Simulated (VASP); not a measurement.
Input of a VASP 6.6.1 run:

INCAR

```
SYSTEM = Ti5Cl
  PREC = Accurate
  ENCUT = 520
  EDIFF = 1E-7
  ISMEAR = 0
  SIGMA = 0.1
  LREAL = .False.
  LASPH = .True.
  NELM = 80
  ALGO = Normal
  ISIF = 2
  LWAVE = .False.
  LCHARG = .True.
  LDIPOL = .True.
  IDIPOL = 3
  DIPOL = 0.5 0.5 0.394
  GGA = PE
  LELF = .True.
  LVHAR = .True.
  LVACPOTAV = .True.
  NBANDS = 42
```

The input KPOINTS:

```
regular mesh
0
Gamma
  9 9 1
  0 0 0
```

POSCAR

```
Ti5Cl
1.0
    2.9381632086      0.0000000000      0.0000000000
   -1.4690816043      2.5445239791      0.0000000000
    0.0000000000      0.0000000000     24.7117068140
Ti Cl
5 1
Direct
    0.6666666667      0.3333333333      0.1618666015
    0.3333333333      0.6666666667      0.2559609806
    0.6666666667      0.3333333333      0.3506708119
    0.3333333333      0.6666666667      0.4475655916
    0.6666666667      0.3333333333      0.5346335206
    0.6666666667      0.6666666667      0.6155810568
```

Potentials or basis: VASP PAW PBE potentials, release 64 (Ti_sv, Cl).

The run is started by

```sh
$ cat potpaw_PBE.64/Ti_sv/POTCAR potpaw_PBE.64/Cl/POTCAR > POTCAR
$ mpirun -np 1 vasp_std > vasp.out
```

Question: Predict the largest force.

Answer: 1.081 eV/Å.

Forces on the atoms (eV/Å):
```
Ti  -0.001  0.000  0.551
Ti  -0.003 -0.001 -0.539
Ti  -0.003 -0.005  0.070
Ti  -0.050  0.005 -0.632
Ti   0.438 -0.831  0.535
Cl  -0.382  0.832  0.015
```

Caveat: an odd number of electrons without spin polarisation forces a metal; a magnetic or distorted state may lie lower.
